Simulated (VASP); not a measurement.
Runs of VASP 6.6.1 on Hf2Pd2Se2Br2O3. The typed cell holds 11 atoms: a = 5.761 Å, b = 5.870 Å, c = 6.872 Å, α = 96.27°, β = 102.51°, γ = 95.11°. 

```csv
level,k mesh,grid for exact exchange (PRECFOCK),share of exact exchange,screening parameter,gap on the mesh (eV),pressure (GPa),largest force (eV/Å)
PBE,3 × 3 × 3,-,-,-,0.33,-0.6,(b)
PBE,2 × 2 × 2,-,-,-,0.20,-0.5,(c)
PBE,4 × 4 × 3,-,-,-,0.20,-0.6,0.19
PBE-based screened hybrid,2 × 2 × 2,Fast,0.25,0.3 1/Å,(a),-3.1,0.60
```

Alike in all rows: task single point; potentials or basis VASP PAW PBE potentials, release 64 (Hf_pv, Pd, Se, Br, O); no spin polarisation; cell as given; cutoff (eV) 520; smearing fermi-dirac 0.05 eV.

Fill in the values left out.

(a) 1.04; (b) 0.18; (c) 0.23.

Caveats: some runs use coarse meshes; spin-orbit coupling is left out, which moves the levels of the heavy elements; the PAW data sets were made with another functional, which shifts forces and pressure a little (some runs).

A k mesh can miss the band edges, and the runs leave out spin-orbit coupling on Br, Hf, Pd, Se.
